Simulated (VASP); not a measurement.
# GaP (F-43m) in VASP: notebook

The runs below take GaP through single point, with LDA, revPBE, BLYP, PBEsol, r2SCAN.

All numbers are computed with VASP 6.6.1; they aren't measurements. Logs are shortened: lines on timing, memory, paths and dates and some standing lists are left out, and cuts for length are marked.

**Experimental background.**

“Stacking defects in GaP nanowires: Electronic structure and optical properties”, 2018, arxiv:1810.01194 quotes, for a bulk crystal of GaP at 10 K: band gap 2.34 eV (indirect).

The runs below are set against these values where they give the same quantity.

## Step 1: The cell of the first run

It takes space group F-43m (No. 216, cubic). The conventional cell has a = 5.451 Å, b = 5.451 Å, c = 5.451 Å, α = 90.00°, β = 90.00°, γ = 90.00°. Ga (site symmetry -43m) has 4 P at 2.36 Å within 3.1 Å. Within 3.1 Å of P (site symmetry -43m) lie 4 Ga at 2.36 Å.

## Step 2: Single point, LDA

INCAR reads:

```
SYSTEM = GaP
ALGO = Normal ; EDIFF = 1E-7
ENCUT = 520 ; ISIF = 2
ISMEAR = 0 ; LASPH = .True.
LCHARG = .False. ; LREAL = .False.
LWAVE = .False. ; NBANDS = 16
NELM = 80 ; PREC = Accurate
SIGMA = 0.01
```

KPOINTS reads:

```
k-points
0
Gamma
  6 6 6
  0 0 0
```

POSCAR reads:

```
GaP
1.0
    3.8540860000      0.0000000000      0.0000000000
    1.9270430000      3.3377363844      0.0000000000
    1.9270430000      1.1125787948      3.1468480416
Ga P
1 1
Direct
    0.0000000000      0.0000000000      0.0000000000
    0.2500000000      0.2500000000      0.2500000000
```

Potentials or basis: VASP PAW LDA potentials, release 64 (Ga_d, P).

On the command line:

```console
cat potpaw_LDA.64/Ga_d/POTCAR potpaw_LDA.64/P/POTCAR > POTCAR
mpirun -np 1 vasp_std > vasp.out
```

OUTCAR:

```text
SYSTEM = GaP
   EDIFF = 1E-7
   ENCUT = 520
   ISIF = 2
   ISMEAR = 0
   LASPH = .True.
   LREAL = .False.
   NELM = 80
   PREC = Accurate

 ion  position               nearest neighbor table
   1  0.000  0.000  0.000-   2 2.36   2 2.36   2 2.36   2 2.36
   2  0.250  0.250  0.250-   1 2.36   1 2.36   1 2.36   1 2.36

  LATTYP: Found a face centered cubic cell.
 ALAT       =     5.4505006918

  Lattice vectors:

 A1 = (   3.8540860000,   0.0000000000,   0.0000000000)
 A2 = (   1.9270430000,   3.3377363844,   0.0000000000)
 A3 = (   1.9270430000,   1.1125787948,   3.1468480416)

Analysis of symmetry for initial positions (statically):
=====================================================================
 Subroutine PRICEL returns:
 Original cell was already a primitive cell.

 Routine SETGRP: Setting up the symmetry group for a
 face centered cubic supercell.

 Subroutine GETGRP returns: Found 24 space group operations
 (whereof 24 operations were pure point group operations)
 out of a pool of 48 trial point group operations.

The static configuration has the point symmetry T_d .

Analysis of symmetry for dynamics (positions and initial velocities):
=====================================================================
 Subroutine PRICEL returns:
 Original cell was already a primitive cell.

 Routine SETGRP: Setting up the symmetry group for a
 face centered cubic supercell.

 Subroutine GETGRP returns: Found 24 space group operations
 (whereof 24 operations were pure point group operations)
 out of a pool of 48 trial point group operations.

The dynamic configuration has the point symmetry T_d .

 Subroutine INISYM returns: Found 24 space group operations
 (whereof 24 operations are pure point group operations),
 and found     1 'primitive' translations

----------------------------------------------------------------------------------------

                                     Primitive cell

  volume of cell :      40.4808

  direct lattice vectors                    reciprocal lattice vectors
     3.854086000  0.000000000  0.000000000     0.259464890 -0.149802124 -0.105926098
     1.927043000  3.337736384  0.000000000     0.000000000  0.299604248 -0.105926098
     1.927043000  1.112578795  3.146848042     0.000000000  0.000000000  0.317778293

  length of vectors
     3.854086000  3.854086000  3.854086000     0.317778293  0.317778293  0.317778293

[... 70 lines left out ...]
   NELM   =     80;   NELMIN=  2; NELMDL= -5     # of ELM steps
   EDIFF  = 0.1E-06   stopping-criterion for ELM
   LREAL  =      F    real-space projection
   EDIFFG = 0.1E-05   stopping-criterion for IOM
   NSW    =      0    number of steps for IOM
   IBRION =     -1    ionic relax: 0-MD 1-quasi-New 2-CG
   NFREE  =      0    steps in history (QN), initial steepest desc. (CG)
   ISIF   =      2    stress and relaxation
   ISYM   =      2    0-nonsym 1-usesym 2-fastsym
   POTIM  = 0.5000    time-step for ionic-motion
   TEBEG  =    0.0;   TEEND  =   0.0 temperature during run
   PSTRESS=    0.0 pullay stress
   NELECT =      18.0000    total number of electrons
   NUPDOWN=      -1.0000    fix difference up-down
   EMIN   =  10.00;   EMAX   =-10.00  energy-range for DOS
   EFERMI =   0.00;   METHOD = LEGACY
   ISMEAR =     0;   SIGMA  =   0.01  broadening in eV -4-tet -1-fermi 0-gaus
   EFERMI_NEDOS =   21; number of points for ismear=-14 and -15
   IALGO  =     38    algorithm
   IMIX   =      4    mixing-type and parameters
     AMIX     =   0.40;   BMIX     =  1.00
     AMIX_MAG =   1.60;   BMIX_MAG =  1.00
  volume/ion in A,a.u.               =      20.24       136.59
  Fermi-wavevector in a.u.,A,eV,Ry     =   1.249537  2.361283 21.243371  1.561344
  Thomas-Fermi vector in A             =   2.383573
   LORBIT       =      0    0 simple, 1 ext, 2 COOP (PROOUT), +10 PAW based schemes
   GGA     = CA    functional components
   LHFCALC =     F    Hartree Fock is set to
   AEXX    =    0.0000 exact exchange contribution
   IVDW    =     0    specifies the selected vdW correction
   LEPSILON=     F    determine dielectric tensor
   LRPA    =     F    only Hartree local field effects (RPA)
 non-spin polarized calculation
 Gauss-broadening in eV      SIGMA  =   0.01
  energy-cutoff  :      520.00
  volume of cell :       40.48
 maximum number of plane-waves:      1113
 NGX is ok and might be reduce to    30
   NGX = 15   NGY = 15   NGZ = 15

 number of electron      17.9999989 magnetization

 Free energy of the ion-electron system (eV)
  ---------------------------------------------------
  ext. energy  EPLUGINS =         0.00000000
  ---------------------------------------------------
  free energy    TOTEN  =       -10.42486308 eV

  energy without entropy =      -10.42486308  energy(sigma->0) =      -10.42486308

 E-fermi :   4.6447     XC(G=0): -10.1624

 val. band max:        4.5122541697   @ k =   0.0000   0.0000   0.0000
 cond. band min:       6.0025720021   @ k =   0.5000   0.5000  -0.0000
 fundamental gap:      1.4903178325
 Fermi energy:         4.6446589435

 k-point     1 :       0.0000    0.0000    0.0000
  band No.  band energies     occupation
      1     -10.2010      2.00000
      2     -10.2010      2.00000
      3     -10.2010      2.00000
      4     -10.1031      2.00000
      5     -10.1031      2.00000
      6      -7.9990      2.00000
[... 281 lines left out ...]
      3     -10.1418      2.00000
      4     -10.1236      2.00000
      5     -10.0901      2.00000
      6      -4.9228      2.00000
[... 8 lines left out ...]
     15      16.3673      0.00000
     16      18.0602      0.00000

------------------------ aborting loop because EDIFF is reached ----------------------------------------

  FORCE on cell =-STRESS in cart. coord.  units (eV):
  Direction    XX          YY          ZZ          XY          YZ          ZX
  --------------------------------------------------------------------------------------
  -------------------------------------------------------------------------------------
  Total       -0.6614056     -0.6614056     -0.6614056      0.0000000     -0.0000000      0.0000000
  in kB      -26.1775651    -26.1775651    -26.1775651      0.0000000     -0.0000000      0.0000000
  external PRESSURE =     -26.1775651 kB  Pullay stress =       0.0000000 kB

 VOLUME and BASIS-vectors are now :
 -----------------------------------------------------------------------------
  energy-cutoff  :      520.00
  volume of cell :       40.48
      direct lattice vectors                 reciprocal lattice vectors
     3.854086000  0.000000000  0.000000000     0.259464890 -0.149802124 -0.105926098
     1.927043000  3.337736384  0.000000000     0.000000000  0.299604248 -0.105926098
     1.927043000  1.112578795  3.146848042     0.000000000  0.000000000  0.317778293

 POSITION                                       TOTAL-FORCE (eV/Angst)
 -----------------------------------------------------------------------------------
      0.00000      0.00000      0.00000        -0.000000     -0.000000     -0.000000
      1.92704      1.11258      0.78671         0.000000      0.000000      0.000000
 -----------------------------------------------------------------------------------
    total drift:                                0.000000      0.000000      0.000000

  FREE ENERGIE OF THE ION-ELECTRON SYSTEM (eV)
  ---------------------------------------------------
  free  energy   TOTEN  =       -10.4248630809 eV

  energy  without entropy=      -10.4248630809  energy(sigma->0) =      -10.42486308
```

OSZICAR:

```text
N       E                     dE             d eps       ncg     rms          rms(c)
DAV:   1     0.790853079445E+02    0.79085E+02   -0.89269E+03   536   0.161E+03
DAV:   2    -0.455922822815E+01   -0.83645E+02   -0.80487E+02   600   0.313E+02
DAV:   3    -0.106521563322E+02   -0.60929E+01   -0.60775E+01   656   0.647E+01
DAV:   4    -0.107469273136E+02   -0.94771E-01   -0.94753E-01   616   0.877E+00
DAV:   5    -0.107491249103E+02   -0.21976E-02   -0.21975E-02   640   0.118E+00    0.431E+00
DAV:   6    -0.104776066857E+02    0.27152E+00   -0.36217E-01   792   0.102E+01    0.278E+00
DAV:   7    -0.104297230047E+02    0.47884E-01   -0.83133E-02   664   0.201E+00    0.104E+00
DAV:   8    -0.104248881473E+02    0.48349E-02   -0.11570E-02   640   0.118E+00    0.190E-01
DAV:   9    -0.104248550029E+02    0.33144E-04   -0.99407E-04   744   0.409E-01    0.632E-02
DAV:  10    -0.104248567760E+02   -0.17731E-05   -0.54715E-05   744   0.855E-02    0.276E-02
DAV:  11    -0.104248633599E+02   -0.65840E-05   -0.99365E-06   648   0.468E-02    0.791E-03
DAV:  12    -0.104248631149E+02    0.24503E-06   -0.58902E-07   616   0.812E-03    0.548E-03
DAV:  13    -0.104248630809E+02    0.33990E-07   -0.23910E-07   640   0.466E-03
   1 F= -.10424863E+02 E0= -.10424863E+02  d E =-.572305E-80
```

stdout:

```text
POSCAR found type information on POSCAR GaP
 POSCAR found :  2 types and       2 ions
 scaLAPACK will be used
 LDA part: xc-table for (Slater(with rela. corr.)+CA(PZ))
 , standard interpolation
 POSCAR, INCAR and KPOINTS ok, starting setup
 FFT: planning ... GRIDC
 FFT: planning ... GRID_SOFT
 FFT: planning ... GRID
 WAVECAR not read
 entering main loop
```

Wall time 5.3 s (1 thread of Intel Xeon 6975P-C (Granite Rapids), shared host); peak memory 0.14 GiB.

What came out:

```
Free energy            : -10.4249 eV
Pressure               : -2.6 GPa
Band gap on the k mesh : 1.49 eV, indirect (least direct gap 1.63 eV)
```

## Step 3: Single point, revPBE

INCAR reads:

```
SYSTEM = GaP
ALGO = Normal
EDIFF = 1E-6
ENCUT = 520
GGA = RE
ISIF = 2
ISMEAR = 0
LASPH = .TRUE.
LCHARG = .FALSE.
LREAL = .FALSE.
LWAVE = .FALSE.
NBANDS = 16
NELM = 60
PREC = Accurate
SIGMA = 0.01
```

KPOINTS reads:

```
k-points
0
G
  6 6 6
  0 0 0
```

POSCAR is that of step 2.

Potentials or basis: VASP PAW PBE potentials, release 64 (Ga_d, P).

On the command line:

```console
cat potpaw_PBE.64/Ga_d/POTCAR potpaw_PBE.64/P/POTCAR > POTCAR
mpirun -np 1 vasp_std > vasp.out
```

Run time: 6.6 s. Hardware: 1 thread of Intel Xeon 6975P-C (Granite Rapids), shared host; peak memory 0.16 GiB.

Results (log left out):

| Quantity | Value |
| --- | --- |
| Free energy | -8.5163 eV |
| Pressure | 3.9 GPa |
| Band gap on the k mesh | 1.72 eV, indirect (least direct gap 1.92 eV) |

Levels at points of the mesh, in eV from the valence-band top:
```
           k point  band 6  band 7  band 8  band 9  band 10  band 11  band 12  band 13
(0.00, 0.00, 0.00)  -12.47    0.00    0.00    0.00     1.92     3.91     3.91     3.91
(0.50, 0.00, 0.00)  -10.41   -6.60   -1.11   -1.11     1.74     4.74     4.74     8.41
(0.50, 0.50, 0.00)   -9.51   -6.72   -2.67   -2.67     1.72     1.88    10.63    10.63
```

Caveat: the PAW data sets were made with another functional, which shifts forces and pressure a little.

(Continued in part 2 of 3.)
